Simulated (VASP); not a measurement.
Crystal: InSb.

```
In Sb
1.0
     0.00000    3.31661    3.31661
     3.31661    0.00000    3.31661
     3.31661    3.31661    0.00000
In Sb
1 1
Cartesian
  0.0000 0.0000 0.0000
  1.6583 1.6583 1.6583
```

Base run:

- Program: VASP 6.6.1
- Functional: PBE
- Potentials or basis: VASP PAW PBE potentials, release 64 (In_d, Sb)
- Cutoff: 520 eV
- k mesh: 14 × 14 × 14
- Occupations: gaussian, width 0.1 eV
- Spin: no spin polarisation

Its results: band gap on the k mesh zero (filled and empty bands touch); pressure 0.0 GPa.

The run is repeated on the same cell with these changes: cutoff from 520 eV to 500 eV; k mesh from 14 × 14 × 14 to 4 × 4 × 4. What comes out?

Band gap on the k mesh zero (filled and empty bands touch); pressure 0.4 GPa.

Caveats: some runs use coarse meshes; spin-orbit coupling is left out, which moves the levels of the heavy elements.
